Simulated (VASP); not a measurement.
Set up this calculation in VASP 6.6.1, as the native input.

```
Task                   : single point
Functional             : PBE
Dispersion             : D3(BJ)
Potentials or basis    : VASP PAW PBE potentials, release 64 (Se, W_sv)
Cutoff                 : 520 eV
k mesh                 : 9 × 9 × 1
Occupations            : gaussian, width 0.05 eV
Spin                   : no spin polarisation
Dipole correction      : yes
Further INCAR settings : ALGO = Normal; EDIFF = 1e-06; NBANDS = 35
```

The structure of WSe2 lies in POSCAR:

```
WSe2
1.0
    3.2854929596      0.0000000000      0.0000000000
   -1.6427464798      2.8453203669      0.0000000000
    0.0000000000      0.0000000000     24.2386467078
Se W
4 2
Direct
    0.3333333333      0.6666666667      0.1856539292
    0.3333333333      0.6666666667      0.3246601780
    0.3333333333      0.8333333333      0.4777215285
    0.3333333333      0.8333333333      0.6167277773
    0.6666666667      0.3333333333      0.2551570536
    0.0000000000      1.1666666667      0.5472246529
```

This cell differs from its parent crystal: layers slid over each other.

These files were run (other wordings do the same):

INCAR

```
SYSTEM = WSe2
  ALGO = Normal
  DIPOL = 0.5 0.5 0.401
  EDIFF = 1E-6
  ENCUT = 520
  GGA = PE
  IDIPOL = 3
  ISIF = 2
  ISMEAR = 0
  IVDW = 12
  LASPH = .TRUE.
  LCHARG = .TRUE.
  LDIPOL = .TRUE.
  LELF = .TRUE.
  LREAL = .FALSE.
  LVACPOTAV = .TRUE.
  LVHAR = .TRUE.
  LWAVE = .FALSE.
  NBANDS = 35
  NELM = 100
  PREC = Accurate
  SIGMA = 0.05
```

KPOINTS

```
k-points
0
G
  9 9 1
  0 0 0
```

Potentials or basis: VASP PAW PBE potentials, release 64 (Se, W_sv).

The run is started by

```bash
$ cat potpaw_PBE.64/Se/POTCAR potpaw_PBE.64/W_sv/POTCAR > POTCAR
$ mpirun -np 1 vasp_std > vasp.out
```

It gave:

```json
{
  "Largest force": "0.078 eV/Å",
  "Band gap on the k mesh": "1.56 eV (least direct gap 1.66 eV)",
  "Dispersion energy per atom": "-0.381 eV"
}
```

Caveat: the cell differs from its parent crystal (layers slid over each other); spin-orbit coupling is left out, which moves the levels of the heavy elements.

Run time: 11 min on 1 thread of Intel Xeon 8259CL, with other jobs on the host, peak memory 0.49 GiB.
